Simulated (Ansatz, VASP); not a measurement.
VSi6Ru2 in VASP and in Ansatz

```xyz
9
Lattice="0.0000 3.7643 3.7643 3.7643 0.0000 3.7643 3.7643 3.7643 0.0000" Properties=species:S:1:pos:R:3 pbc="T T T"
V     0.0000    0.0000    0.0000
Si    3.7643    3.7643    5.6176
Si    3.7643    1.9110    3.7643
Si    1.9110    3.7643    3.7643
Si    3.7643    3.7643    1.9110
Si    3.7643    5.6176    3.7643
Si    5.6176    3.7643    3.7643
Ru    5.6465    5.6465    5.6465
Ru    1.8822    1.8822    1.8822
```

Change from the starting cell: species swapped into the Mg2H6Os type (Fm-3m, No. 225).

Alike in both runs: task relaxation of cell and atoms; functional PBE; k mesh 4 × 4 × 4; occupations gaussian, width 0.1 eV; collinear spin.

|  | VASP | Ansatz |
| --- | --- | --- |
| version | VASP 6.6.1 | Ansatz 0.2.0 |
| potentials or method | VASP PAW PBE potentials, release 64 (V_sv, Si, Ru_pv), cutoff 600 eV | scalar-relativistic, plane waves, PAW |
| valence electrons in the cell | 65 | 69 |

```csv
,VASP,Ansatz,Ansatz less VASP
"gap on the k mesh at the Fermi level, each at its own relaxed structure (eV)",none,none,-
net moment per atom (μB),0.15,0.15,-0.002
size of the moment on the site where the two differ most (μB),0.19,0.16,-0.032
relaxed volume (Å³/atom),14.47,14.45,-0.017
relaxed cell length with the largest relative difference (Å),5.689,5.687,-0.0022
```

Site moments also hang on the region over which each program counts them. A gap of «none» marks a metal or a gap that the smearing closes. VASP's potentials hold 65 valence electrons a cell and Ansatz's 69, so a difference there can come from the potentials and not from the codes.

The k mesh is coarse, so the values compare programs but aren't converged. Noted on VASP's run: the volume moved by over 15 % at a fixed basis, so the end points are rough.
